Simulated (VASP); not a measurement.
A run of VASP 6.6.1:

File INCAR:

```
  PREC = Accurate
  ENCUT = 520
  EDIFF = 1E-6
  ISMEAR = -1
  SIGMA = 0.02
  LREAL = F
  LASPH = T
  NELM = 120
  ALGO = Normal
  ISIF = 2
  LWAVE = F
  LCHARG = F
  GGA = PS
  NBANDS = 48
  GGA_COMPAT = F
```

File KPOINTS:

```
regular mesh
0
Gamma
  1 1 1
```

File POSCAR:

```
H12CO8
1.0
    6.2658270000      0.0000000000      0.0000000000
    0.0000000000      6.2658270000      0.0000000000
    0.0000000000      0.0000000000      6.2658270000
O H C
8 12 1
Direct
    0.9741411629      0.8219824773      1.0093958866
    0.5484351866      0.3040779773      1.0171682046
    0.6300046267     -0.0432664355      0.1956645148
    0.8119758174      0.4577687830      0.7418493999
    0.5959628314      0.5856848585      0.3800934817
    0.1835990684      0.4921776487      0.2056552152
    0.4612798917      0.8951731352      0.6619237971
    0.1515043425      1.0619508007      0.5180321768
    0.9396524992      0.6904754951      0.9269007906
    1.1169156123      0.7579526214      1.0538433315
    0.6130555472      0.3720817699      0.8898426337
    0.6231420050      0.1706398852      1.0691485737
    0.6958538753      0.0054741377      0.3249211956
    0.7588623178     -0.0959969051      0.1228728466
    0.8939123279      0.3517971371      0.6486773414
    0.7378116249      0.5425939784      0.6230302879
    0.5273685341      0.6964443800      0.3054026228
    0.4969974434      0.4633386782      0.3719700528
    0.0523474395      0.4100655827      0.1973402713
    0.3030565638      0.4195455763      0.1184041628
    0.3090414083      0.9764074240      0.5888767756
```

Potentials or basis: VASP PAW PBE potentials, release 64 (O, H, C).

Run with:

```bash
$ cat potpaw_PBE.64/O/POTCAR potpaw_PBE.64/H/POTCAR potpaw_PBE.64/C/POTCAR > POTCAR
$ mpirun -np 1 vasp_gam > vasp.out
```

Hardware: 1 thread of Intel(R) Xeon(R) Platinum 8259CL CPU @ 2.50GHz (Skylake/Cascade Lake), with other jobs on the host.

Task: How long does it take, and how much memory?

Result: It took 30 s on 1 thread of Intel(R) Xeon(R) Platinum 8259CL CPU @ 2.50GHz (Skylake/Cascade Lake), with other jobs on the host, peak memory 0.31 GiB. Counts: scf iterations 17, k points 1.
